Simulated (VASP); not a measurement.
A run of VASP 6.6.1 is set up as follows.

The input INCAR:

```
SYSTEM = C
ALGO = Normal
EDIFF = 1E-7
ENCUT = 520
GGA = PE
ISIF = 2
ISMEAR = -1
LASPH = .TRUE.
LCHARG = .TRUE.
LELF = .TRUE.
LREAL = .FALSE.
LVHAR = .TRUE.
LWAVE = .FALSE.
NBANDS = 11
NELM = 100
PREC = Accurate
SIGMA = 0.05
```

The input KPOINTS:

```
k-points
0
G
  13 13 13
  0 0 0
```

Contents of POSCAR:

```
C
1.0
    1.2280287114      0.7090027071      3.3470114498
   -1.2280287114      0.7090027071      3.3470114498
    0.0000000000     -1.4180054142      3.3470114498
C
2
Direct
    0.8333775612      0.8333775612      0.8333775612
    0.1666224388      0.1666224388      0.1666224388
```

Potentials or basis: VASP PAW PBE potentials, release 64 (C).

The run is started by

```sh
$ cat potpaw_PBE.64/C/POTCAR > POTCAR
$ mpirun -np 1 vasp_std > vasp.out
```

(1) Estimate the band gap on the k mesh.

(2) Estimate the pressure.

Answers

(1) 0.73 eV, direct.

(2) 5.0 GPa.
